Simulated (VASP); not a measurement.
A run of VASP 6.6.1:

Contents of INCAR:

```
SYSTEM = Ti
  PREC = Accurate
  ENCUT = 520
  EDIFF = 1E-7
  ISMEAR = 0
  SIGMA = 0.15
  LREAL = .FALSE.
  LASPH = .TRUE.
  NELM = 60
  ALGO = Fast
  ISIF = 2
  LWAVE = .FALSE.
  LCHARG = .FALSE.
  GGA = PS
  NBANDS = 19
```

KPOINTS

```
regular mesh
0
G
  18 18 10
  0 0 0
```

The input POSCAR:

```
Ti
1.0
    2.9942478283      0.0000000000      0.0000000000
   -1.4971239141      2.5930946845      0.0000000000
    0.0000000000      0.0000000000      4.6157100000
Ti
2
Direct
    0.3333333333      0.6666666667      0.2500000000
    0.6666666667      0.3333333333      0.7500000000
```

Potentials or basis: VASP PAW PBE potentials, release 64 (Ti_sv).

Run with:

```sh
$ cat potpaw_PBE.64/Ti_sv/POTCAR > POTCAR
$ mpirun -np 1 vasp_std > vasp.out
```

Hardware: 1 thread of AMD EPYC 7R43 64-Core Processor (Zen 3), on a shared host.

How long does it take, and how much memory?

It took 11 min on 1 thread of AMD EPYC 7R43 64-Core Processor (Zen 3) (shared host), peak memory 0.2 GiB. Counts: scf iterations 46, k points 222.
